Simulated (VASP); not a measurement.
Set up this calculation in VASP 6.6.1, as the native input.

```
Task                   : single point
Functional             : PBEsol
Potentials or basis    : VASP PAW PBE potentials, release 64 (Ti_sv, Al)
Cutoff                 : 520 eV
k mesh                 : 9 × 9 × 5
Occupations            : fermi-dirac, width 0.1 eV
Spin                   : no spin polarisation
Dipole correction      : no
Further INCAR settings : ALGO = Normal; EDIFF = 1e-07; NBANDS = 14
```

The structure of TiAl lies in POSCAR:

```
TiAl
1.0
    2.8862510435      0.0000000000      0.0000000000
   -1.4431255217      2.4995669958      0.0000000000
    0.0000000000      0.0000000000      4.7090645850
Ti Al
1 1
Direct
    0.0000000000      0.0000000000      0.0000000000
    0.3333333333      0.6666666667      0.5000000000
```

These files were run (other wordings do the same):

INCAR

```
PREC = Accurate ; ENCUT = 520
EDIFF = 1E-7 ; ISMEAR = -1
SIGMA = 0.1 ; LREAL = False
LASPH = True ; NELM = 80
ALGO = Normal ; ISIF = 2
LWAVE = False ; LCHARG = False
GGA = PS ; NBANDS = 14
```

KPOINTS

```
Automatic mesh
0
Gamma
  9 9 5
```

Potentials or basis: VASP PAW PBE potentials, release 64 (Ti_sv, Al).

The run is started by

```sh
$ cat potpaw_PBE.64/Ti_sv/POTCAR potpaw_PBE.64/Al/POTCAR > POTCAR
$ mpirun -np 1 vasp_std > vasp.out
```

It gave:

* Pressure: -4.7 GPa

Caveat: the PAW data sets were made with another functional, which shifts forces and pressure a little.

It took 9.5 s on 1 thread of Intel(R) Xeon(R) Platinum 8488C (Sapphire Rapids), on a shared host, peak memory 0.15 GiB.
